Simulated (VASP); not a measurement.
# Cs (I4/mmm) in VASP: a series of runs, part 2 of 2

VASP 6.6.1. Earlier steps stand in the parts before.

### 5 Single point, PBE (biaxial strain in the a-b plane: -1.0 %, then relaxed in part)

Contents of INCAR:

```
PREC = Accurate ; ENCUT = 520
EDIFF = 1E-6 ; ISMEAR = 0
SIGMA = 0.1 ; LREAL = False
LASPH = True ; NELM = 100
ALGO = Fast ; ISIF = 2
LWAVE = False ; LCHARG = True
GGA = PE ; LELF = True
LVHAR = True ; NBANDS = 16
```

Contents of KPOINTS:

```
Automatic mesh
0
Gamma
  8 8 6
```

Contents of POSCAR:

```
Cs
1.0
    5.3569210230      0.0000000000      0.0000000000
    0.0000000000      5.3569210230      0.0000000000
    0.0000000000      0.0000000000      8.0273786128
Cs
2
Direct
    0.0000000000      0.0000000000      0.0000000000
    0.5000000000      0.5000000000      0.5000000000
```

Potentials or basis: VASP PAW PBE potentials, release 64 (Cs_sv).

Run with:

```bash
$ cat potpaw_PBE.64/Cs_sv/POTCAR > POTCAR
$ mpirun -np 1 vasp_std > vasp.out
```

OUTCAR:

```text
PREC = Accurate
   ENCUT = 520
   EDIFF = 1E-6
   ISMEAR = 0
   LREAL = False
   LASPH = True
   NELM = 100
   ISIF = 2
   GGA = PE

 ion  position               nearest neighbor table
   1  0.000  0.000  0.000-
   2  0.500  0.500  0.500-

  LATTYP: Found a simple tetragonal cell.
 ALAT       =     5.3569210230
 C/A-ratio  =     1.4985060594

  Lattice vectors:

 A1 = (   5.3569210230,   0.0000000000,   0.0000000000)
 A2 = (   0.0000000000,   5.3569210230,   0.0000000000)
 A3 = (   0.0000000000,   0.0000000000,   8.0273786128)

Analysis of symmetry for initial positions (statically):
=====================================================================
 Subroutine PRICEL returns following result:

  LATTYP: Found a body centered tetragonal cell.
 ALAT       =     5.3569210230
 C/A-ratio  =     1.4985060594

  Lattice vectors:

 A1 = (   2.6784605115,  -2.6784605115,  -4.0136893064)
 A2 = (  -2.6784605115,   2.6784605115,  -4.0136893064)
 A3 = (   2.6784605115,   2.6784605115,   4.0136893064)

   2 primitive cells build up your supercell.

 Routine SETGRP: Setting up the symmetry group for a
 simple tetragonal supercell.

 Subroutine GETGRP returns: Found 16 space group operations
 (whereof 16 operations were pure point group operations)
 out of a pool of 16 trial point group operations.

The static configuration has the point symmetry D_4h.

Analysis of symmetry for dynamics (positions and initial velocities):
=====================================================================
 Subroutine PRICEL returns following result:

  LATTYP: Found a body centered tetragonal cell.
 ALAT       =     5.3569210230
 C/A-ratio  =     1.4985060594

  Lattice vectors:

 A1 = (   2.6784605115,  -2.6784605115,  -4.0136893064)
 A2 = (  -2.6784605115,   2.6784605115,  -4.0136893064)
 A3 = (   2.6784605115,   2.6784605115,   4.0136893064)

   2 primitive cells build up your supercell.

 Routine SETGRP: Setting up the symmetry group for a
 simple tetragonal supercell.

 Subroutine GETGRP returns: Found 16 space group operations
 (whereof 16 operations were pure point group operations)
 out of a pool of 16 trial point group operations.

The dynamic configuration has the point symmetry D_4h.

 Subroutine INISYM returns: Found 16 space group operations
 (whereof 16 operations are pure point group operations),
 and found     2 'primitive' translations

----------------------------------------------------------------------------------------

                                     Primitive cell

  volume of cell :     115.1792

  direct lattice vectors                    reciprocal lattice vectors
     2.678460511 -2.678460511 -4.013689306     0.186674397  0.000000000 -0.124573668
    -2.678460511  2.678460511 -4.013689306     0.000000000  0.186674397 -0.124573668
     2.678460511  2.678460511  4.013689306     0.186674397  0.186674397  0.000000000

  length of vectors
     5.518876994  5.518876994  5.518876994     0.224423549  0.224423549  0.263997464

  position of ions in fractional coordinates (direct lattice)
[... 25 lines left out ...]
     0.000000000  0.000000000  0.000000000

 Subroutine IBZKPT returns following result:
 ===========================================

 Found     60 irreducible k-points:

 Following reciprocal coordinates:
            Coordinates               Weight
  0.000000  0.000000  0.000000      1.000000
  0.125000  0.000000  0.000000      4.000000
  0.250000  0.000000  0.000000      4.000000
  0.375000  0.000000  0.000000      4.000000
  0.500000  0.000000  0.000000      2.000000
  0.125000  0.125000  0.000000      4.000000
[... 16 lines left out ...]
  0.375000  0.125000  0.166667     16.000000
  0.500000  0.125000  0.166667      8.000000
 [... further k-points ...]
   k-points           NKPTS =     60   k-points in BZ     NKDIM =     60   number of bands    NBANDS=     16
   number of dos      NEDOS =    301   number of ions     NIONS =      2
   total plane-waves  NPLWV =  96000
   dimension x,y,z NGX =    40 NGY =   40 NGZ =   60
   dimension x,y,z NGXF=    80 NGYF=   80 NGZF=  120
   ions per type =               2
   NGX,Y,Z   is equivalent  to a cutoff of  12.41, 12.41, 12.43 a.u.
   NGXF,Y,Z  is equivalent  to a cutoff of  24.83, 24.83, 24.85 a.u.
 SYSTEM =  unknown system
   PREC   = accura    normal or accurate (medium, high low for compatibility)
   ISTART =      0    job   : 0-new  1-cont  2-samecut
   ICHARG =      2    charge: 1-file 2-atom 10-const
   ISPIN  =      1    spin polarized calculation?
   LNONCOLLINEAR =      F non collinear calculations
   LSORBIT =      F    spin-orbit coupling
   LASPH  =      T    aspherical Exc in radial PAW
   ENCUT  =  520.0 eV  38.22 Ry    6.18 a.u.   9.96  9.96 14.93*2*pi/ulx,y,z
   NELM   =    100;   NELMIN=  2; NELMDL= -5     # of ELM steps
   EDIFF  = 0.1E-05   stopping-criterion for ELM
   LREAL  =      F    real-space projection
   EDIFFG = 0.1E-04   stopping-criterion for IOM
   NSW    =      0    number of steps for IOM
   IBRION =     -1    ionic relax: 0-MD 1-quasi-New 2-CG
   NFREE  =      0    steps in history (QN), initial steepest desc. (CG)
   ISIF   =      2    stress and relaxation
   ISYM   =      2    0-nonsym 1-usesym 2-fastsym
   POTIM  = 0.5000    time-step for ionic-motion
   TEBEG  =    0.0;   TEEND  =   0.0 temperature during run
   PSTRESS=    0.0 pullay stress
   NELECT =      18.0000    total number of electrons
   NUPDOWN=      -1.0000    fix difference up-down
   EMIN   =  10.00;   EMAX   =-10.00  energy-range for DOS
   EFERMI =   0.00;   METHOD = LEGACY
   ISMEAR =     0;   SIGMA  =   0.10  broadening in eV -4-tet -1-fermi 0-gaus
   EFERMI_NEDOS =   21; number of points for ismear=-14 and -15
   IALGO  =     68    algorithm
   IMIX   =      4    mixing-type and parameters
     AMIX     =   0.40;   BMIX     =  1.00
     AMIX_MAG =   1.60;   BMIX_MAG =  1.00
  volume/ion in A,a.u.               =     115.18       777.27
  Fermi-wavevector in a.u.,A,eV,Ry     =   0.699892  1.322604  6.664794  0.489849
  Thomas-Fermi vector in A             =   1.783895
   LORBIT       =      0    0 simple, 1 ext, 2 COOP (PROOUT), +10 PAW based schemes
   GGA     = PE    functional components
   LHFCALC =     F    Hartree Fock is set to
   AEXX    =    0.0000 exact exchange contribution
   IVDW    =     0    specifies the selected vdW correction
   LEPSILON=     F    determine dielectric tensor
   LRPA    =     F    only Hartree local field effects (RPA)
 non-spin polarized calculation
 RMM-DIIS sequential band-by-band and
 Gauss-broadening in eV      SIGMA  =   0.10
  energy-cutoff  :      520.00
  volume of cell :      230.36
 maximum number of plane-waves:      6246
 NGX is ok and might be reduce to    40
   NGX = 19   NGY = 19   NGZ = 29

 number of electron      18.0000006 magnetization

 Free energy of the ion-electron system (eV)
  ---------------------------------------------------
  ext. energy  EPLUGINS =         0.00000000
  ---------------------------------------------------
  free energy    TOTEN  =        -1.70448629 eV

  energy without entropy =       -1.69059621  energy(sigma->0) =       -1.69754125

 E-fermi :   0.4472     XC(G=0):  -5.4024

 val. band max:        0.4284536878   @ k =   0.2500   0.1250   0.3333
 cond. band min:       0.4499498486   @ k =   0.0000   0.0000   0.1667
 fundamental gap:      0.0214961607
 Fermi energy:         0.4472140677

 k-point     1 :       0.0000    0.0000    0.0000
  band No.  band energies     occupation
      1     -23.4044      2.00000
      2     -23.3975      2.00000
      3     -10.2735      2.00000
      4     -10.1889      2.00000
      5     -10.1889      2.00000
      6     -10.1507      2.00000
[... 433 lines left out ...]
      3     -10.2638      2.00000
      4     -10.2638      2.00000
      5     -10.1943      2.00000
      6     -10.1943      2.00000
[... 8 lines left out ...]
     15       3.1254      0.00000
     16       3.1254      0.00000

 [... further k-points ...]

------------------------ aborting loop because EDIFF is reached ----------------------------------------

  FORCE on cell =-STRESS in cart. coord.  units (eV):
  Direction    XX          YY          ZZ          XY          YZ          ZX
  --------------------------------------------------------------------------------------
  -------------------------------------------------------------------------------------
  Total        0.0757775      0.0757775      0.0000951      0.0000000     -0.0000000      0.0000000
  in kB        0.5270434      0.5270434      0.0006611      0.0000000     -0.0000000      0.0000000
  external PRESSURE =       0.3515826 kB  Pullay stress =       0.0000000 kB

 VOLUME and BASIS-vectors are now :
 -----------------------------------------------------------------------------
  energy-cutoff  :      520.00
  volume of cell :      230.36
      direct lattice vectors                 reciprocal lattice vectors
     5.356921023  0.000000000  0.000000000     0.186674397  0.000000000  0.000000000
     0.000000000  5.356921023  0.000000000     0.000000000  0.186674397  0.000000000
     0.000000000  0.000000000  8.027378613     0.000000000  0.000000000  0.124573668

 POSITION                                       TOTAL-FORCE (eV/Angst)
 -----------------------------------------------------------------------------------
      0.00000      0.00000      0.00000        -0.000000     -0.000000     -0.000000
      2.67846      2.67846      4.01369         0.000000      0.000000      0.000000
 -----------------------------------------------------------------------------------
    total drift:                                0.000000      0.000000     -0.000000

  FREE ENERGIE OF THE ION-ELECTRON SYSTEM (eV)
  ---------------------------------------------------
  free  energy   TOTEN  =        -1.7044862859 eV

  energy  without entropy=       -1.6905962065  energy(sigma->0) =       -1.69754125
```

OSZICAR:

```text
N       E                     dE             d eps       ncg     rms          rms(c)
DAV:   1     0.128042236687E+03    0.12804E+03   -0.59340E+03  1920   0.829E+02
DAV:   2     0.155160543023E+02   -0.11253E+03   -0.10799E+03  2928   0.146E+02
DAV:   3    -0.134307705418E+01   -0.16859E+02   -0.16810E+02  2416   0.587E+01
DAV:   4    -0.169918124653E+01   -0.35610E+00   -0.35592E+00  2504   0.101E+01
DAV:   5    -0.170179932609E+01   -0.26181E-02   -0.26180E-02  2624   0.878E-01    0.180E-01
RMM:   6    -0.170259767935E+01   -0.79835E-03   -0.26372E-03  1981   0.240E-01    0.123E-01
RMM:   7    -0.170431538227E+01   -0.17177E-02   -0.79474E-03  2027   0.387E-01    0.515E-02
RMM:   8    -0.170447381214E+01   -0.15843E-03   -0.44369E-04  2307   0.115E-01    0.557E-03
RMM:   9    -0.170448491094E+01   -0.11099E-04   -0.91817E-05  2726   0.425E-02    0.347E-03
RMM:  10    -0.170448669062E+01   -0.17797E-05   -0.20943E-05  2726   0.186E-02    0.205E-03
RMM:  11    -0.170448628589E+01    0.40473E-06   -0.51572E-06  2400   0.862E-03
   1 F= -.17044863E+01 E0= -.16975412E+01  d E =-.138901E-01
```

Wall time 63 s (1 thread of Intel Xeon 6975P-C (Granite Rapids), shared host); peak memory 0.39 GiB.

What came out:

```yaml
Free_energy: -1.7045 eV
Pressure: 0.0 GPa
Band_gap_on_the_k_mesh: zero (bands 9 and 10 overlap by 1.65 eV)
```

Levels at points of the mesh, in eV from the Fermi level:
```
           k point  band 6  band 7  band 8  band 9  band 10  band 11  band 12  band 13
(0.00, 0.00, 0.00)  -10.60  -10.60  -10.60   -1.67     0.20     1.12     1.23     2.33
(0.50, 0.00, 0.00)  -10.65  -10.61  -10.61   -0.14    -0.14     1.24     1.24     1.54
(0.50, 0.50, 0.00)  -10.66  -10.64  -10.64    0.31     0.31     1.02     1.02     1.54
(0.00, 0.00, 0.50)  -10.62  -10.62  -10.62   -0.92    -0.92     1.57     1.57     2.02
(0.50, 0.00, 0.50)  -10.62  -10.61  -10.61   -0.02    -0.02     0.77     0.77     2.18
(0.50, 0.50, 0.50)  -10.69  -10.64  -10.64    0.73     0.73     1.25     1.25     1.25
```

Caveat: the cell differs from its parent crystal (biaxial strain in the a-b plane: -1.0 %, then relaxed in part); spin-orbit coupling is left out, which moves the levels of the heavy elements.

### 6 Single point, PBE (biaxial strain in the a-b plane: +3.0 %, then relaxed in part)

Contents of INCAR:

```
SYSTEM = Cs
PREC = Accurate
ENCUT = 520
EDIFF = 1E-6
ISMEAR = 0
SIGMA = 0.1
LREAL = .FALSE.
LASPH = .TRUE.
NELM = 100
ALGO = Fast
ISIF = 2
LWAVE = .FALSE.
LCHARG = .FALSE.
GGA = PE
NBANDS = 16
```

Contents of KPOINTS:

```
regular mesh
0
G
  8 8 6
  0 0 0
```

Contents of POSCAR:

```
Cs
1.0
    5.5733622765      0.0000000000      0.0000000000
    0.0000000000      5.5733622765      0.0000000000
    0.0000000000      0.0000000000      7.5353504588
Cs
2
Direct
    0.0000000000      0.0000000000      0.0000000000
    0.5000000000      0.5000000000      0.5000000000
```

Potentials or basis: VASP PAW PBE potentials, release 64 (Cs_sv).

Run with:

```bash
$ cat potpaw_PBE.64/Cs_sv/POTCAR > POTCAR
$ mpirun -np 1 vasp_std > vasp.out
```

OUTCAR:

```text
SYSTEM = Cs
   PREC = Accurate
   ENCUT = 520
   EDIFF = 1E-6
   ISMEAR = 0
   LREAL = .FALSE.
   LASPH = .TRUE.
   NELM = 100
   ISIF = 2
   GGA = PE

 ion  position               nearest neighbor table
   1  0.000  0.000  0.000-
   2  0.500  0.500  0.500-

  LATTYP: Found a simple tetragonal cell.
 ALAT       =     5.5733622765
 C/A-ratio  =     1.3520295443

  Lattice vectors:

 A1 = (   5.5733622765,   0.0000000000,   0.0000000000)
[... 663 lines left out ...]

------------------------ aborting loop because EDIFF is reached ----------------------------------------

  FORCE on cell =-STRESS in cart. coord.  units (eV):
  Direction    XX          YY          ZZ          XY          YZ          ZX
  --------------------------------------------------------------------------------------
  -------------------------------------------------------------------------------------
  Total        0.0013934      0.0013934     -0.0041417      0.0000000     -0.0000000      0.0000000
  in kB        0.0095377      0.0095377     -0.0283500      0.0000000     -0.0000000      0.0000000
  external PRESSURE =      -0.0030916 kB  Pullay stress =       0.0000000 kB

 VOLUME and BASIS-vectors are now :
 -----------------------------------------------------------------------------
  energy-cutoff  :      520.00
  volume of cell :      234.07
      direct lattice vectors                 reciprocal lattice vectors
     5.573362277  0.000000000  0.000000000     0.179424906  0.000000000  0.000000000
     0.000000000  5.573362277  0.000000000     0.000000000  0.179424906  0.000000000
     0.000000000  0.000000000  7.535350459     0.000000000  0.000000000  0.132707829

 POSITION                                       TOTAL-FORCE (eV/Angst)
 -----------------------------------------------------------------------------------
      0.00000      0.00000      0.00000         0.000000     -0.000000     -0.000000
      2.78668      2.78668      3.76768         0.000000      0.000000      0.000000
 -----------------------------------------------------------------------------------
    total drift:                                0.000000      0.000000     -0.000000

  FREE ENERGIE OF THE ION-ELECTRON SYSTEM (eV)
  ---------------------------------------------------
  free  energy   TOTEN  =        -1.7075194655 eV

  energy  without entropy=       -1.6954236084  energy(sigma->0) =       -1.70147154
```

OSZICAR:

```text
N       E                     dE             d eps       ncg     rms          rms(c)
DAV:   1     0.128549231166E+03    0.12855E+03   -0.59055E+03  1920   0.825E+02
DAV:   2     0.155562005275E+02   -0.11299E+03   -0.10781E+03  3080   0.146E+02
DAV:   3    -0.134160534943E+01   -0.16898E+02   -0.16851E+02  2440   0.583E+01
DAV:   4    -0.170188842767E+01   -0.36028E+00   -0.36023E+00  2552   0.100E+01
DAV:   5    -0.170456272045E+01   -0.26743E-02   -0.26742E-02  2616   0.876E-01    0.179E-01
RMM:   6    -0.170551986690E+01   -0.95715E-03   -0.25707E-03  1972   0.237E-01    0.124E-01
RMM:   7    -0.170736160771E+01   -0.18417E-02   -0.80488E-03  2022   0.390E-01    0.506E-02
RMM:   8    -0.170750638392E+01   -0.14478E-03   -0.45481E-04  2302   0.116E-01    0.545E-03
RMM:   9    -0.170751803167E+01   -0.11648E-04   -0.91455E-05  2689   0.425E-02    0.348E-03
RMM:  10    -0.170751985319E+01   -0.18215E-05   -0.21681E-05  2730   0.185E-02    0.198E-03
RMM:  11    -0.170751946552E+01    0.38768E-06   -0.48920E-06  2386   0.847E-03
   1 F= -.17075195E+01 E0= -.17014715E+01  d E =-.120959E-01
```

Wall time 68 s (1 thread of Intel Xeon 6975P-C (Granite Rapids), shared host); peak memory 0.39 GiB.

Results:

| Item | Value |
| --- | --- |
| Free energy | -1.7075 eV |
| Pressure | 0.0 GPa |
| Band gap on the k mesh | zero (bands 9 and 10 overlap by 1.60 eV) |

Levels at points of the mesh, in eV from the Fermi level:
| k point | band 5 | band 6 | band 7 | band 8 | band 9 | band 10 | band 11 | band 12 | band 13 | band 14 |
| --- | --- | --- | --- | --- | --- | --- | --- | --- | --- | --- |
| (0.00, 0.00, 0.00) | -10.65 | -10.60 | -10.60 | -10.60 | -1.65 | 0.35 | 1.00 | 1.59 | 2.41 | 2.41 |
| (0.50, 0.00, 0.00) | -10.66 | -10.66 | -10.62 | -10.62 | -0.21 | -0.21 | 1.45 | 1.45 | 1.55 | 1.55 |
| (0.50, 0.50, 0.00) | -10.65 | -10.65 | -10.64 | -10.64 | 0.26 | 0.26 | 1.09 | 1.09 | 1.34 | 1.34 |
| (0.00, 0.00, 0.50) | -10.63 | -10.63 | -10.63 | -10.63 | -0.81 | -0.81 | 1.56 | 1.56 | 2.31 | 2.31 |
| (0.50, 0.00, 0.50) | -10.62 | -10.62 | -10.61 | -10.61 | -0.01 | -0.01 | 0.76 | 0.76 | 2.21 | 2.21 |
| (0.50, 0.50, 0.50) | -10.68 | -10.68 | -10.65 | -10.65 | 0.79 | 0.79 | 1.17 | 1.17 | 1.17 | 1.17 |

Caveat: the cell differs from its parent crystal (biaxial strain in the a-b plane: +3.0 %, then relaxed in part); spin-orbit coupling is left out, which moves the levels of the heavy elements.

### 7 The runs side by side

| cell | further INCAR settings | gap on the mesh (eV) | pressure (GPa) |
| --- | --- | --- | --- |
| a = 5.249, b = 5.249, c = 8.123 Å, 2 atoms | ALGO = Fast; EDIFF = 1e-06; NBANDS = 16 | none | 0.1 |
| a = 5.303, b = 5.303, c = 8.075 Å, 2 atoms | ALGO = Fast; EDIFF = 1e-07; NBANDS = 16 | none | 0.1 |
| a = 5.249, b = 5.249, c = 8.274 Å, 2 atoms | ALGO = Fast; EDIFF = 1e-06; NBANDS = 16 | none | 0.1 |
| a = 5.357, b = 5.357, c = 8.027 Å, 2 atoms | ALGO = Fast; EDIFF = 1e-06; NBANDS = 16 | none | 0.0 |
| a = 5.573, b = 5.573, c = 7.535 Å, 2 atoms | ALGO = Fast; EDIFF = 1e-06; NBANDS = 16 | none | 0.0 |

Alike in all rows: task single point; level PBE; potentials or basis VASP PAW PBE potentials, release 64 (Cs_sv); no spin polarisation; k mesh 8 × 8 × 6; cutoff (eV) 520; smearing gaussian 0.1 eV.

Caveats: spin-orbit coupling is left out, which moves the levels of the heavy elements.

Absolute energies hang on the potentials; compare differences alone.

The gap in the log of VASP goes by the Fermi energy; the results here count the filled bands.